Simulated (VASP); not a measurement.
# Be (Im-3m) in VASP: single point with PBEsol

Aim: the single point of Be with PBEsol.

Program: VASP 6.6.1. These are calculated values, not measurements. Logs are shortened: lines on timing, memory, paths and dates and some standing lists are left out, and cuts for length are marked.

**1. The cell of the first run**

It takes space group Im-3m (No. 229, cubic). Conventional cell: a = 2.506 Å, b = 2.506 Å, c = 2.506 Å, α = 90.00°, β = 90.00°, γ = 90.00°. Be (site symmetry m-3m) has 14 Be at 2.17 to 2.51 Å within 2.9 Å.

**2. Single point, PBEsol**

INCAR reads:

```
ALGO = Normal
EDIFF = 1E-6
ENCUT = 520
GGA = PS
ISIF = 2
ISMEAR = 0
LASPH = True
LCHARG = True
LELF = True
LREAL = False
LVHAR = True
LWAVE = False
NBANDS = 7
NELM = 60
PREC = Accurate
SIGMA = 0.15
```

KPOINTS reads:

```
k-points
0
Gamma
  13 13 13
```

POSCAR reads:

```
Be
1.0
   -1.2531210000      1.2531210000      1.2531210000
    1.2531210000     -1.2531210000      1.2531210000
    1.2531210000      1.2531210000     -1.2531210000
Be
1
Direct
    0.0000000000      0.0000000000      0.0000000000
```

Potentials or basis: VASP PAW PBE potentials, release 64 (Be).

Run with:

```bash
$ cat potpaw_PBE.64/Be/POTCAR > POTCAR
$ mpirun -np 1 vasp_std > vasp.out
```

OUTCAR:

```text
EDIFF = 1E-6
   ENCUT = 520
   GGA = PS
   ISIF = 2
   ISMEAR = 0
   LASPH = True
   LREAL = False
   NELM = 60
   PREC = Accurate

 ion  position               nearest neighbor table
   1  0.000  0.000  0.000-

  LATTYP: Found a body centered cubic cell.
 ALAT       =     2.5062420000

  Lattice vectors:

 A1 = (  -1.2531210000,   1.2531210000,   1.2531210000)
 A2 = (   1.2531210000,  -1.2531210000,   1.2531210000)
 A3 = (   1.2531210000,   1.2531210000,  -1.2531210000)

Analysis of symmetry for initial positions (statically):
=====================================================================
 Subroutine PRICEL returns:
 Original cell was already a primitive cell.

 Routine SETGRP: Setting up the symmetry group for a
 body centered cubic supercell.

 Subroutine GETGRP returns: Found 48 space group operations
[... 9 lines left out ...]

 Routine SETGRP: Setting up the symmetry group for a
 body centered cubic supercell.

 Subroutine GETGRP returns: Found 48 space group operations
[... 11 lines left out ...]
                                     Primitive cell

  volume of cell :       7.8712

  direct lattice vectors                    reciprocal lattice vectors
    -1.253121000  1.253121000  1.253121000     0.000000000  0.399003767  0.399003767
     1.253121000 -1.253121000  1.253121000     0.399003767  0.000000000  0.399003767
     1.253121000  1.253121000 -1.253121000     0.399003767  0.399003767  0.000000000

  length of vectors
     2.170469240  2.170469240  2.170469240     0.564276539  0.564276539  0.564276539

  position of ions in fractional coordinates (direct lattice)
     0.000000000  0.000000000  0.000000000

  ion indices of the primitive-cell ions
   primitive index   ion index
                 1           1

----------------------------------------------------------------------------------------

 KPOINTS: k-points

Automatic generation of k-mesh.
 Grid dimensions read from file:
 generate k-points for:   13   13   13

 Generating k-lattice:

  Cartesian coordinates                     Fractional coordinates (reciprocal lattice)
     0.000000000  0.030692597  0.030692597     0.076923077  0.000000000  0.000000000
     0.030692597  0.000000000  0.030692597     0.000000000  0.076923077  0.000000000
[... 53 lines left out ...]
   LNONCOLLINEAR =      F non collinear calculations
   LSORBIT =      F    spin-orbit coupling
   LASPH  =      T    aspherical Exc in radial PAW
   ENCUT  =  520.0 eV  38.22 Ry    6.18 a.u.   4.04  4.04  4.04*2*pi/ulx,y,z
   NELM   =     60;   NELMIN=  2; NELMDL= -5     # of ELM steps
   EDIFF  = 0.1E-05   stopping-criterion for ELM
   LREAL  =      F    real-space projection
   EDIFFG = 0.1E-04   stopping-criterion for IOM
   NSW    =      0    number of steps for IOM
   IBRION =     -1    ionic relax: 0-MD 1-quasi-New 2-CG
   NFREE  =      0    steps in history (QN), initial steepest desc. (CG)
   ISIF   =      2    stress and relaxation
   ISYM   =      2    0-nonsym 1-usesym 2-fastsym
   POTIM  = 0.5000    time-step for ionic-motion
   TEBEG  =    0.0;   TEEND  =   0.0 temperature during run
   PSTRESS=    0.0 pullay stress
   NELECT =       2.0000    total number of electrons
   NUPDOWN=      -1.0000    fix difference up-down
   EMIN   =  10.00;   EMAX   =-10.00  energy-range for DOS
   EFERMI =   0.00;   METHOD = LEGACY
   ISMEAR =     0;   SIGMA  =   0.15  broadening in eV -4-tet -1-fermi 0-gaus
   EFERMI_NEDOS =   21; number of points for ismear=-14 and -15
   IALGO  =     38    algorithm
   IMIX   =      4    mixing-type and parameters
     AMIX     =   0.40;   BMIX     =  1.00
     AMIX_MAG =   1.60;   BMIX_MAG =  1.00
  volume/ion in A,a.u.               =       7.87        53.12
  Fermi-wavevector in a.u.,A,eV,Ry     =   1.036904  1.959464 14.628571  1.075170
  Thomas-Fermi vector in A             =   2.171317
   LORBIT       =      0    0 simple, 1 ext, 2 COOP (PROOUT), +10 PAW based schemes
   GGA     = PS    functional components
   LHFCALC =     F    Hartree Fock is set to
   AEXX    =    0.0000 exact exchange contribution
   IVDW    =     0    specifies the selected vdW correction
   LEPSILON=     F    determine dielectric tensor
   LRPA    =     F    only Hartree local field effects (RPA)
 non-spin polarized calculation
 Gauss-broadening in eV      SIGMA  =   0.15
  energy-cutoff  :      520.00
  volume of cell :        7.87
 maximum number of plane-waves:       236
   NGX =  7   NGY =  7   NGZ =  7

 number of electron       2.0000000 magnetization

 Free energy of the ion-electron system (eV)
  ---------------------------------------------------
  ext. energy  EPLUGINS =         0.00000000
  ---------------------------------------------------
  free energy    TOTEN  =        -3.90340963 eV

  energy without entropy =       -3.90251478  energy(sigma->0) =       -3.90296220

 E-fermi :   7.9298     XC(G=0): -10.6281

 val. band max:        7.8102487940   @ k =   0.3077   0.3077   0.0000
 cond. band min:       8.1131737126   @ k =   0.3846   0.2308   0.0000
 fundamental gap:      0.3029249186
 Fermi energy:         7.9297581455

 k-point     1 :       0.0000    0.0000    0.0000
  band No.  band energies     occupation
      1      -4.3161      2.00000
      2      27.2588      0.00000
      3      27.2588      0.00000
      4      27.2588      0.00000
      5      38.6177      0.00000
      6      38.6177      0.00000
      7      38.6177      0.00000
[... 221 lines left out ...]
 k-point    24 :       0.2308    0.0769    0.0769
  band No.  band energies     occupation
      1      -0.5998      2.00000
      2      15.1620      0.00000
      3      20.4977      0.00000
      4      20.5546      0.00000
      5      33.9352      0.00000
      6      35.1148      0.00000
      7      41.8796      0.00000

 [... further k-points ...]

------------------------ aborting loop because EDIFF is reached ----------------------------------------

  FORCE on cell =-STRESS in cart. coord.  units (eV):
  Direction    XX          YY          ZZ          XY          YZ          ZX
  --------------------------------------------------------------------------------------
  -------------------------------------------------------------------------------------
  Total       -0.0819115     -0.0819115     -0.0819115      0.0000000      0.0000000      0.0000000
  in kB      -16.6731053    -16.6731053    -16.6731053      0.0000000      0.0000000      0.0000000
  external PRESSURE =     -16.6731053 kB  Pullay stress =       0.0000000 kB

 VOLUME and BASIS-vectors are now :
 -----------------------------------------------------------------------------
  energy-cutoff  :      520.00
  volume of cell :        7.87
      direct lattice vectors                 reciprocal lattice vectors
    -1.253121000  1.253121000  1.253121000     0.000000000  0.399003767  0.399003767
     1.253121000 -1.253121000  1.253121000     0.399003767  0.000000000  0.399003767
     1.253121000  1.253121000 -1.253121000     0.399003767  0.399003767  0.000000000

 POSITION                                       TOTAL-FORCE (eV/Angst)
 -----------------------------------------------------------------------------------
      0.00000      0.00000      0.00000         0.000000      0.000000      0.000000
 -----------------------------------------------------------------------------------
    total drift:                               -0.000000      0.000000      0.000000

  FREE ENERGIE OF THE ION-ELECTRON SYSTEM (eV)
  ---------------------------------------------------
  free  energy   TOTEN  =        -3.9034096281 eV

  energy  without entropy=       -3.9025147792  energy(sigma->0) =       -3.90296220
```

Run time: 1.9 s. Hardware: 1 thread of Intel Xeon 6975P-C, shared host; peak memory 0.11 GiB.

What came out:

- Free energy: -3.9034 eV
- Pressure: -1.7 GPa
- Band gap on the k mesh: zero (band 1 reaches 10.70 eV, above the bottom of band 2 at 6.74 eV)

Levels at points of the mesh, in eV from the Fermi level:
| k point | band 1 | band 2 | band 3 | band 4 | band 5 | band 6 |
| --- | --- | --- | --- | --- | --- | --- |
| (0.00, 0.00, 0.00) | -12.25 | 19.33 | 19.33 | 19.33 | 30.69 | 30.69 |

Caveat: the PAW data sets were made with another functional, which shifts forces and pressure a little.
